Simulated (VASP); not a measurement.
# Li4Nb4O11 (a cell with a defect) in VASP: a series of runs

Li4Nb4O11 (a cell with a defect) is run at these levels: PBEsol; tasks: single point.

All numbers are computed with VASP 6.6.1; they aren't measurements. Logs are shortened: lines on timing, memory, paths and dates and some standing lists are left out, and cuts for length are marked.

## Step 1: The cell of the first run

The cell holds a defect, 19 atoms: a = 5.195 Å, b = 5.598 Å, c = 7.637 Å, α = 95.84°, β = 90.00°, γ = 90.00°.

## Step 2: Single point, PBEsol (atom 17 moved -0.167 of the way to it and +0.900 Å across, host rigid)

Input file INCAR:

```
PREC = Accurate ; ENCUT = 520
EDIFF = 1E-6 ; ISMEAR = 0
SIGMA = 0.05 ; LREAL = Auto
LASPH = True ; NELM = 100
ALGO = Normal ; ISIF = 2
LWAVE = False ; LCHARG = False
GGA = PS ; NBANDS = 80
NELECT = 128.0
```

Input file KPOINTS:

```
Automatic mesh
0
Gamma
  4 4 4
```

Input file POSCAR:

```
Li4Nb4O11
1.0
    5.1950821957      0.0000000000      0.0000000000
    0.0000000000      2.9993821042     -4.7271664166
    0.0000000000      5.9987642083      4.7271664167
Li Nb O
4 4 11
Direct
    0.0000000000      0.2865432153      0.3567283924
    0.5000000000      0.7865432153      0.8567283924
    0.0000000000      0.7134567847      0.6432716076
    0.5000000000      0.2134567847      0.1432716076
    0.0000000000      0.7111568631      0.1444215685
    0.5000000000      0.2111568631      0.6444215685
    0.0000000000      0.2888431369      0.8555784315
    0.5000000000      0.7888431369      0.3555784315
    0.8020967884      0.0253128181      0.7589912829
    0.3020967884      0.5253128181      0.2589912829
    0.3273039138      0.1547135204      0.8883919851
    0.3705992977      0.8526167320      0.5862951967
    0.8705992977      0.3526167320      0.0862951967
    0.1979032116      0.9746871819      0.2410087171
    0.6979032116      0.4746871819      0.7410087171
    0.1726960862      0.3452864796      0.6116080149
    0.7346286558      1.0119822302      0.1009641297
    0.6294007023      0.1473832680      0.4137048033
    0.1294007023      0.6473832680      0.9137048033
```

Potentials or basis: VASP PAW PBE potentials, release 64 (Li_sv, Nb_sv, O).

Launch:

```console
> cat potpaw_PBE.64/Li_sv/POTCAR potpaw_PBE.64/Nb_sv/POTCAR potpaw_PBE.64/O/POTCAR > POTCAR
> mpirun -np 1 vasp_std > vasp.out
```

OUTCAR:

```text
PREC = Accurate
   ENCUT = 520
   EDIFF = 1E-6
   ISMEAR = 0
   LREAL = Auto
   LASPH = True
   NELM = 100
   ISIF = 2
   GGA = PS
   NELECT = 128.0

 ion  position               nearest neighbor table
   1  0.000  0.287  0.357-  18 2.14  16 2.14  14 2.14  10 2.24  13 2.24
   2  0.500  0.787  0.857-  19 2.14  15 2.14   9 2.24  11 2.24  12 2.24
   3  0.000  0.713  0.643-  12 2.14   9 2.14  15 2.24  16 2.24  19 2.24
   4  0.500  0.213  0.143-  17 1.67  13 2.14  11 2.14  10 2.14  14 2.24  18 2.24
   5  0.000  0.711  0.144-  14 1.89  19 1.89  10 2.12  13 2.12  17 2.23
   6  0.500  0.211  0.644-  16 1.89  15 1.89  18 1.89  11 2.12   9 2.12  12 2.12
   7  0.000  0.289  0.856-  11 1.89   9 1.89  13 1.89  16 2.12  15 2.12  19 2.12
   8  0.500  0.789  0.356-  10 1.89  12 1.89  14 2.12  18 2.12
   9  0.802  0.025  0.759-   7 1.89   6 2.12   3 2.14   2 2.24
  10  0.302  0.525  0.259-   8 1.89   5 2.12   4 2.14   1 2.24
  11  0.327  0.155  0.888-   7 1.89   6 2.12   4 2.14   2 2.24
  12  0.371  0.853  0.586-   8 1.89   6 2.12   3 2.14   2 2.24
  13  0.871  0.353  0.086-   7 1.89   5 2.12   4 2.14   1 2.24
  14  0.198  0.975  0.241-   5 1.89   8 2.12   1 2.14   4 2.24
  15  0.698  0.475  0.741-   6 1.89   7 2.12   2 2.14   3 2.24
  16  0.173  0.345  0.612-   6 1.89   7 2.12   1 2.14   3 2.24
  17  0.735  0.012  0.101-   4 1.67   5 2.23
  18  0.629  0.147  0.414-   6 1.89   8 2.12   1 2.14   4 2.24
  19  0.129  0.647  0.914-   5 1.89   7 2.12   2 2.14   3 2.24

  LATTYP: Found a simple monoclinic cell.
 ALAT       =     5.5984279344
 B/A-ratio  =     0.9279537500
 C/A-ratio  =     1.3642207161
 COS(beta)  =    -0.1018177164

  Lattice vectors:

 A1 = (   0.0000000000,   2.9993821042,  -4.7271664166)
 A2 = (  -5.1950821957,   0.0000000000,   0.0000000000)
 A3 = (   0.0000000000,   5.9987642083,   4.7271664167)

Analysis of symmetry for initial positions (statically):
=====================================================================
 Subroutine PRICEL returns:
 Original cell was already a primitive cell.

 Routine SETGRP: Setting up the symmetry group for a
 simple monoclinic supercell.

 Subroutine GETGRP returns: Found  1 space group operations
 (whereof  1 operations were pure point group operations)
 out of a pool of  4 trial point group operations.

The static configuration has the point symmetry C_1 .

Analysis of symmetry for dynamics (positions and initial velocities):
=====================================================================
 Subroutine PRICEL returns:
 Original cell was already a primitive cell.

 Routine SETGRP: Setting up the symmetry group for a
 simple monoclinic supercell.

 Subroutine GETGRP returns: Found  1 space group operations
 (whereof  1 operations were pure point group operations)
 out of a pool of  4 trial point group operations.

The dynamic configuration has the point symmetry C_1 .

 Subroutine INISYM returns: Found  1 space group operations
 (whereof  1 operations are pure point group operations),
 and found     1 'primitive' translations

----------------------------------------------------------------------------------------

                                     Primitive cell

  volume of cell :     220.9766

  direct lattice vectors                    reciprocal lattice vectors
     5.195082196  0.000000000  0.000000000     0.192489736  0.000000000  0.000000000
     0.000000000  2.999382104 -4.727166417     0.000000000  0.111134001 -0.141028813
     0.000000000  5.998764208  4.727166417     0.000000000  0.111134001  0.070514406

  length of vectors
     5.195082196  5.598427934  7.637491365     0.192489736  0.179554705  0.131617049

  position of ions in fractional coordinates (direct lattice)
     0.000000000  0.286543215  0.356728392
     0.500000000  0.786543215  0.856728392
     0.000000000  0.713456785  0.643271608
     0.500000000  0.213456785  0.143271608
     0.000000000  0.711156863  0.144421569
     0.500000000  0.211156863  0.644421569
[... 11 lines left out ...]
     0.629400702  0.147383268  0.413704803
     0.129400702  0.647383268  0.913704803

  ion indices of the primitive-cell ions
   primitive index   ion index
                 1           1
                 2           2
                 3           3
                 4           4
                 5           5
                 6           6
[... 11 lines left out ...]
                18          18
                19          19

----------------------------------------------------------------------------------------

 KPOINTS: Automatic mesh

Automatic generation of k-mesh.
 Grid dimensions read from file:
 generate k-points for:    4    4    4

 Generating k-lattice:

  Cartesian coordinates                     Fractional coordinates (reciprocal lattice)
     0.048122434  0.000000000  0.000000000     0.250000000  0.000000000  0.000000000
     0.000000000  0.027783500 -0.035257203     0.000000000  0.250000000  0.000000000
[... 46 lines left out ...]
   NSW    =      0    number of steps for IOM
   IBRION =     -1    ionic relax: 0-MD 1-quasi-New 2-CG
   NFREE  =      0    steps in history (QN), initial steepest desc. (CG)
   ISIF   =      2    stress and relaxation
   ISYM   =      2    0-nonsym 1-usesym 2-fastsym
   POTIM  = 0.5000    time-step for ionic-motion
   TEBEG  =    0.0;   TEEND  =   0.0 temperature during run
   PSTRESS=    0.0 pullay stress
   NELECT =     128.0000    total number of electrons
   NUPDOWN=      -1.0000    fix difference up-down
   EMIN   =  10.00;   EMAX   =-10.00  energy-range for DOS
   EFERMI =   0.00;   METHOD = LEGACY
   ISMEAR =     0;   SIGMA  =   0.05  broadening in eV -4-tet -1-fermi 0-gaus
   EFERMI_NEDOS =   21; number of points for ismear=-14 and -15
   IALGO  =     38    algorithm
   IMIX   =      4    mixing-type and parameters
     AMIX     =   0.40;   BMIX     =  1.00
     AMIX_MAG =   1.60;   BMIX_MAG =  1.00
  volume/ion in A,a.u.               =      11.63        78.49
  Fermi-wavevector in a.u.,A,eV,Ry     =   1.364675  2.578863 25.338660  1.862339
  Thomas-Fermi vector in A             =   2.490970
   LORBIT       =      0    0 simple, 1 ext, 2 COOP (PROOUT), +10 PAW based schemes
   GGA     = PS    functional components
   LHFCALC =     F    Hartree Fock is set to
   AEXX    =    0.0000 exact exchange contribution
   IVDW    =     0    specifies the selected vdW correction
   LEPSILON=     F    determine dielectric tensor
   LRPA    =     F    only Hartree local field effects (RPA)
 non-spin polarized calculation
 Gauss-broadening in eV      SIGMA  =   0.05
  energy-cutoff  :      520.00
  volume of cell :      220.98
 maximum number of plane-waves:      5983
 NGX is ok and might be reduce to    40
   NGX = 19   NGY = 21   NGZ = 29

 number of electron     127.9999976 magnetization

 Free energy of the ion-electron system (eV)
  ---------------------------------------------------
  ext. energy  EPLUGINS =         0.00000000
  ---------------------------------------------------
  free energy    TOTEN  =      -161.03795225 eV

  energy without entropy =     -161.03794967  energy(sigma->0) =     -161.03795096

 E-fermi :   4.0541     XC(G=0): -10.4076

 val. band max:        3.9180561009   @ k =   0.0000   0.0000   0.0000
 cond. band min:       4.1817159526   @ k =   0.0000   0.5000   0.5000
 fundamental gap:      0.2636598517
 Fermi energy:         4.0540589914

 k-point     1 :       0.0000    0.0000    0.0000
  band No.  band energies     occupation
      1     -52.1897      2.00000
      2     -51.5595      2.00000
      3     -50.7266      2.00000
      4     -50.6509      2.00000
      5     -39.2086      2.00000
      6     -39.0951      2.00000
[... 68 lines left out ...]
     75       8.0401      0.00000
     76       8.0776      0.00000

 k-point     2 :       0.2500    0.0000    0.0000
  band No.  band energies     occupation
      1     -52.1892      2.00000
      2     -51.5600      2.00000
      3     -50.7205      2.00000
      4     -50.6570      2.00000
      5     -39.2085      2.00000
      6     -39.0950      2.00000
[... 1730 lines left out ...]
 k-point    24 :       0.2500   -0.2500    0.2500
  band No.  band energies     occupation
      1     -52.1892      2.00000
      2     -51.5600      2.00000
      3     -50.7205      2.00000
      4     -50.6570      2.00000
      5     -39.2085      2.00000
      6     -39.0950      2.00000
[... 68 lines left out ...]
     75       7.9790      0.00000
     76       8.2292      0.00000

 [... further k-points ...]

 [bands above 76 left out]

------------------------ aborting loop because EDIFF is reached ----------------------------------------

  FORCE on cell =-STRESS in cart. coord.  units (eV):
  Direction    XX          YY          ZZ          XY          YZ          ZX
  --------------------------------------------------------------------------------------
  -------------------------------------------------------------------------------------
  Total      -20.5117601    -21.3764437    -27.4263506      1.8482847      2.0563065     -3.5678483
  in kB     -148.7192357   -154.9885700   -198.8530425     13.4008727     14.9091221    -25.8684615
  external PRESSURE =    -167.5202827 kB  Pullay stress =       0.0000000 kB

 VOLUME and BASIS-vectors are now :
 -----------------------------------------------------------------------------
  energy-cutoff  :      520.00
  volume of cell :      220.98
      direct lattice vectors                 reciprocal lattice vectors
     5.195082196  0.000000000  0.000000000     0.192489736  0.000000000  0.000000000
     0.000000000  2.999382104 -4.727166417     0.000000000  0.111134001 -0.141028813
     0.000000000  5.998764208  4.727166417     0.000000000  0.111134001  0.070514406

 POSITION                                       TOTAL-FORCE (eV/Angst)
 -----------------------------------------------------------------------------------
      0.00000      2.99938      0.33178         0.201247     -0.555150      0.758465
      2.59754      7.49846      0.33178         0.148437      0.122693     -0.207543
      0.00000      5.99876     -0.33178         0.271988      0.893350      0.516369
      2.59754      1.49969     -0.33178        -1.263726      0.588913     -0.901515
      0.00000      2.99938     -2.67905        -0.035750     -3.373891     -4.059430
      2.59754      4.49907      2.04811         0.153678      1.926568      0.333844
[... 11 lines left out ...]
      3.26979      2.92378      1.25895         0.045833     -0.892707      0.682876
      0.67225      7.42285      1.25895        -0.500335      1.871052      0.213720
 -----------------------------------------------------------------------------------
    total drift:                               -0.004427     -0.000285     -0.001297

  FREE ENERGIE OF THE ION-ELECTRON SYSTEM (eV)
  ---------------------------------------------------
  free  energy   TOTEN  =      -161.0379522527 eV

  energy  without entropy=     -161.0379496685  energy(sigma->0) =     -161.03795096
```

It took 12 min on 1 thread of Intel Xeon 6975P-C (Granite Rapids), shared host; peak memory 0.54 GiB.

What came out:

```
Free energy   : -161.0380 eV
Largest force : 8.236 eV/Å
```

Forces in eV/Å, atoms in the order of the input:
```
Li   0.201 -0.555  0.758
Li   0.148  0.123 -0.208
Li   0.272  0.893  0.516
Li  -1.264  0.589 -0.902
Nb  -0.036 -3.374 -4.059
Nb   0.154  1.927  0.334
Nb   0.267 -1.484  0.565
Nb  -3.818  2.449 -2.658
O   -0.060 -0.567 -0.399
O   -0.135  0.908 -0.603
O   -0.330 -0.258 -0.380
O    0.816 -2.353 -0.186
O    0.454  3.416 -1.948
O    2.154  0.599  1.796
O    0.064 -0.174 -0.532
O   -0.326  0.055 -0.353
O    1.893 -3.172  7.361
O    0.046 -0.893  0.683
O   -0.500  1.871  0.214
```

Levels at points of the mesh, in eV from the Fermi level:
```tsv
k point	band 62	band 63	band 64	band 65	band 66	band 67
(0.00, 0.00, 0.00)	-1.00	-0.67	-0.14	0.14	1.50	1.55
(0.50, 0.00, 0.00)	-1.10	-0.68	-0.25	0.26	1.49	1.67
(0.00, 0.50, 0.00)	-1.10	-0.63	-0.16	0.22	1.54	1.58
(0.50, 0.50, 0.00)	-1.17	-0.67	-0.14	0.17	1.62	1.68
(0.00, 0.00, 0.50)	-1.01	-0.70	-0.20	0.19	1.49	1.60
(0.50, 0.00, 0.50)	-1.09	-0.76	-0.27	0.23	1.51	1.67
(0.00, 0.50, 0.50)	-1.12	-0.71	-0.20	0.13	1.52	1.59
(0.50, 0.50, 0.50)	-1.18	-0.70	-0.20	0.18	1.63	1.66
```

Caveat: the cell carries a net charge on a neutralising background, which shifts energy and pressure; the cell differs from its parent crystal (atom 17 moved -0.167 of the way to it and +0.900 Å across, host rigid); the cell is charged against a uniform background, so pressure and absolute levels hang on convention; the cutoff is under 1.25 times the usual one of these potentials, so pressure, stress and relaxed cells hold a basis-set (Pulay) error; the PAW data sets were made with another functional, which shifts forces and pressure a little.

## Step 3: Single point, PBEsol (atom 17 moved -0.167 of the way to it and +0.300 Å across, host rigid)

Input file INCAR:

```
SYSTEM = Li4Nb4O11
PREC = Accurate
ENCUT = 520
EDIFF = 1E-6
ISMEAR = 0
SIGMA = 0.05
LREAL = Auto
LASPH = .TRUE.
NELM = 80
ALGO = Normal
ISIF = 2
LWAVE = .FALSE.
LCHARG = .FALSE.
GGA = PS
NELECT = 128.0
NBANDS = 80
```

Input file KPOINTS:

```
regular mesh
0
G
  4 4 4
  0 0 0
```

POSCAR: that of step 2 with these lines changed.

```diff
@@ -24,3 +24,3 @@
     0.1726960862      0.3452864796      0.6116080149
-    0.7346286558      1.0119822302      0.1009641297
+    0.6761581928      0.9220307380      0.0773001279
     0.6294007023      0.1473832680      0.4137048033
```

Potentials or basis: VASP PAW PBE potentials, release 64 (Li_sv, Nb_sv, O).

Launch:

```console
> cat potpaw_PBE.64/Li_sv/POTCAR potpaw_PBE.64/Nb_sv/POTCAR potpaw_PBE.64/O/POTCAR > POTCAR
> mpirun -np 1 vasp_std > vasp.out
```

It took 14 min on 1 thread of Intel Xeon 6975P-C (Granite Rapids), shared host; peak memory 0.54 GiB.

The run converged. Its results:

```yaml
Free_energy: -163.0865 eV
Largest_force: 6.418 eV/Å
```

Forces in eV/Å, atoms in the order of the input:
```
Li   0.269 -0.506  0.710
Li   0.146  0.128 -0.006
Li   0.289  0.953  0.554
Li  -0.024 -0.258 -0.231
Nb  -0.724 -4.900 -4.081
Nb   0.131  2.202  0.462
Nb   0.116 -1.303  0.593
Nb  -3.922  1.534 -2.991
O   -0.005 -0.466 -0.352
O   -0.028  1.083 -0.433
O   -0.350 -0.273 -0.531
O    0.714 -2.327 -0.298
O   -0.041  2.874 -0.514
O    1.250  0.652  1.683
O    0.052 -0.372 -0.529
O   -0.307  0.036 -0.392
O    2.536  0.332  5.576
O    0.374 -1.477  0.437
O   -0.476  2.090  0.345
```

Levels at points of the mesh, in eV from the Fermi level:
| k point | band 60 | band 61 | band 62 | band 63 | band 64 | band 65 | band 66 | band 67 | band 68 | band 69 |
| --- | --- | --- | --- | --- | --- | --- | --- | --- | --- | --- |
| (0.00, 0.00, 0.00) | -1.00 | -0.90 | -0.44 | -0.42 | -0.35 | 0.63 | 1.98 | 2.10 | 2.91 | 3.19 |
| (0.50, 0.00, 0.00) | -0.95 | -0.71 | -0.59 | -0.44 | -0.27 | 0.65 | 2.04 | 2.16 | 2.69 | 3.06 |
| (0.00, 0.50, 0.00) | -0.88 | -0.70 | -0.53 | -0.41 | -0.32 | 0.66 | 2.07 | 2.14 | 2.96 | 3.23 |
| (0.50, 0.50, 0.00) | -0.88 | -0.73 | -0.64 | -0.48 | -0.23 | 0.65 | 2.13 | 2.17 | 2.73 | 3.20 |
| (0.00, 0.00, 0.50) | -0.94 | -0.75 | -0.49 | -0.44 | -0.36 | 0.67 | 1.93 | 2.14 | 2.88 | 3.18 |
| (0.50, 0.00, 0.50) | -0.93 | -0.74 | -0.57 | -0.49 | -0.25 | 0.60 | 2.05 | 2.16 | 2.67 | 3.15 |
| (0.00, 0.50, 0.50) | -0.77 | -0.74 | -0.57 | -0.48 | -0.36 | 0.58 | 2.08 | 2.12 | 2.89 | 3.16 |
| (0.50, 0.50, 0.50) | -1.05 | -0.80 | -0.61 | -0.51 | -0.31 | 0.65 | 2.08 | 2.20 | 2.70 | 3.28 |

Caveat: the cell carries a net charge on a neutralising background, which shifts energy and pressure; the cell differs from its parent crystal (atom 17 moved -0.167 of the way to it and +0.300 Å across, host rigid); the cell is charged against a uniform background, so pressure and absolute levels hang on convention; the cutoff is under 1.25 times the usual one of these potentials, so pressure, stress and relaxed cells hold a basis-set (Pulay) error; the PAW data sets were made with another functional, which shifts forces and pressure a little.

## Step 4: Single point, PBEsol (atom 17 moved -0.167 of the way to it and -0.000 Å across, host rigid)

Input file INCAR:

```
SYSTEM = Li4Nb4O11
PREC = Accurate
ENCUT = 520
EDIFF = 1E-6
ISMEAR = 0
SIGMA = 0.05
LREAL = Auto
LASPH = .True.
NELM = 60
ALGO = Normal
ISIF = 2
LWAVE = .False.
LCHARG = .False.
GGA = PS
NELECT = 128.0
NBANDS = 80
```

Input file KPOINTS:

```
Automatic mesh
0
Gamma
  4 4 4
  0 0 0
```

POSCAR: that of step 3 with these lines changed.

```diff
@@ -24,3 +24,3 @@
     0.1726960862      0.3452864796      0.6116080149
-    0.6761581928      0.9220307380      0.0773001279
+    0.6469229613      0.8770549919      0.0654681270
     0.6294007023      0.1473832680      0.4137048033
```

Launch:

```console
> cat potpaw_PBE.64/Li_sv/POTCAR potpaw_PBE.64/Nb_sv/POTCAR potpaw_PBE.64/O/POTCAR > POTCAR
> mpirun -np 1 vasp_std > vasp.out
```

Wall time 52 min (1 thread of Intel Xeon Platinum 8259CL at 2.50GHz (Skylake/Cascade Lake), shared host); peak memory 0.54 GiB.

Results (log left out):

* Free energy: -163.1777 eV
* Largest force: 6.681 eV/Å

Forces on the atoms (eV/Å):
```
Li   0.298 -0.458  0.694
Li  -0.144 -0.447 -0.137
Li   0.289  0.957  0.554
Li   0.108 -0.507 -0.088
Nb  -0.736 -5.433 -3.817
Nb   0.102  2.340  0.545
Nb   0.039 -1.326  0.533
Nb  -3.936  1.037 -2.898
O    0.022 -0.418 -0.347
O   -0.199  1.112 -0.401
O   -0.309 -0.250 -0.553
O    0.654 -2.261 -0.321
O   -0.045  2.628 -0.138
O    0.821  0.635  1.637
O    0.058 -0.479 -0.506
O   -0.285  0.024 -0.396
O    3.319  2.454  4.893
O    0.499 -1.830  0.329
O   -0.554  2.222  0.416
```

Levels at points of the mesh, in eV from the Fermi level:
| k point | band 61 | band 62 | band 63 | band 64 | band 65 | band 66 | band 67 | band 68 |
| --- | --- | --- | --- | --- | --- | --- | --- | --- |
| (0.00, 0.00, 0.00) | -0.90 | -0.67 | -0.46 | -0.39 | 0.56 | 1.84 | 2.09 | 2.72 |
| (0.50, 0.00, 0.00) | -0.85 | -0.59 | -0.47 | -0.43 | 0.57 | 1.95 | 2.06 | 2.63 |
| (0.00, 0.50, 0.00) | -0.82 | -0.59 | -0.56 | -0.40 | 0.59 | 1.95 | 2.13 | 2.78 |
| (0.50, 0.50, 0.00) | -0.83 | -0.69 | -0.56 | -0.41 | 0.59 | 1.99 | 2.11 | 2.69 |
| (0.00, 0.00, 0.50) | -0.80 | -0.70 | -0.49 | -0.36 | 0.60 | 1.81 | 2.10 | 2.71 |
| (0.50, 0.00, 0.50) | -0.87 | -0.55 | -0.45 | -0.41 | 0.51 | 1.94 | 2.07 | 2.62 |
| (0.00, 0.50, 0.50) | -0.80 | -0.63 | -0.56 | -0.42 | 0.50 | 1.95 | 2.14 | 2.72 |
| (0.50, 0.50, 0.50) | -0.88 | -0.71 | -0.54 | -0.47 | 0.59 | 1.96 | 2.14 | 2.65 |

Caveat: the cell carries a net charge on a neutralising background, which shifts energy and pressure; the cell differs from its parent crystal (atom 17 moved -0.167 of the way to it and -0.000 Å across, host rigid); the cell is charged against a uniform background, so pressure and absolute levels hang on convention; the cutoff is under 1.25 times the usual one of these potentials, so pressure, stress and relaxed cells hold a basis-set (Pulay) error; the PAW data sets were made with another functional, which shifts forces and pressure a little.
